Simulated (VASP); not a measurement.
Runs of VASP 6.6.1 on TiPd3. The structure is that of space group Pm-3m (No. 221), or close to it. The cells are those of the table. 

| task | cell | gap on the mesh (eV) | pressure (GPa) |
| --- | --- | --- | --- |
| single point | a = 3.820 Å, 4 atoms | none | (a) |
| single point | a = 3.742 Å, 4 atoms | none | 20.0 |
| single point | a = 3.833 Å, 4 atoms | none | 0.4 |
| electric field gradients | a = 3.794 Å, 4 atoms | none | 7.8 |
| electric field gradients | a = 3.833 Å, 4 atoms | none | 0.4 |

Alike in all rows: level LDA; potentials or basis VASP PAW LDA potentials, release 64 (Ti_sv, Pd); no spin polarisation; k mesh 11 × 11 × 11; cutoff (eV) 520; smearing fermi-dirac 0.05 eV.

Fill in the values left out.

(a) 2.7.

Caveats: the cell stands under pressure (at least some runs).

A k mesh can miss the band edges, and the runs leave out spin-orbit coupling on Pd.

A gap of «none» marks levels without a gap at the run's occupations.
